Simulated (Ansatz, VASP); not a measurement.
CdInS2: VASP beside Ansatz

INCAR

```
  PREC = Accurate
  ENCUT = 520
  EDIFF = 1E-6
  ISMEAR = 0
  SIGMA = 0.15
  LREAL = F
  LASPH = T
  NELM = 100
  ALGO = Normal
  ISIF = 2
  LWAVE = F
  LCHARG = F
  GGA = PE
  NBANDS = 26
```

File KPOINTS:

```
Automatic mesh
0
Gamma
  12 12 6
```

The input POSCAR:

```
CdInS2
1.0
    3.9376172829      0.0000000000      0.0000000000
   -1.9688086414      3.4100765974      0.0000000000
    0.0000000000      0.0000000000      6.5821210500
Cd In S
1 1 2
Direct
    0.0000000000      0.0000000000      0.0000000000
    0.0000000000      0.0000000000      0.5000000000
    0.6666666667      0.3333333333      0.7700708788
    0.3333333333      0.6666666667      0.2299291212
```

Input for Ansatz:

```yaml
crystal:
  lattice:
    - [3.9376172829, 0.0, 0.0]
    - [-1.9688086414, 3.4100765974, 0.0]
    - [0.0, 0.0, 6.58212105]
  atoms:
    - { symbol: Cd, position: [0.0, 0.0, 0.0] }
    - { symbol: In, position: [0.0, 0.0, 0.5] }
    - { symbol: S, position: [0.6666666667, 0.3333333333, 0.7700708788] }
    - { symbol: S, position: [0.3333333333, 0.6666666667, 0.2299291212] }
basis:
  ecutwfc: 420
kpoints:
  mp_grid: { grid: [12, 12, 6] }
hamiltonian:
  xc: pbe
scf:
  occupations: { method: gaussian, width: 0.15 }
output:
  forces: true
  stress: true
  eigenvalues: true
```

Alike in both runs: task single point; functional PBE; k mesh 12 × 12 × 6; occupations gaussian, width 0.15 eV; no spin polarisation.

|  | VASP | Ansatz |
| --- | --- | --- |
| version | VASP 6.6.1 | Ansatz 0.2.0 |
| potentials or method | VASP PAW PBE potentials, release 64 (Cd, In_d, S), cutoff 520 eV | scalar-relativistic, plane waves, PAW |
| valence electrons in the cell | 37 | 45 |

```csv
,VASP,Ansatz,Ansatz less VASP
gap on the k mesh at the Fermi level (eV),none,none,-
pressure (GPa),1.0,0.9,-0.17
"traceless stress, the component that is largest in VASP (GPa)",2.48,2.48,-0.009
rms of the force components (eV/Å),0.152,0.140,-0.0121
```

Atom by atom the forces differ by 0.012 eV/Å (rms over components). A gap of «none» marks a metal or a gap that the smearing closes. VASP's potentials hold 37 valence electrons a cell and Ansatz's 45, so a difference there can come from the potentials and not from the codes.
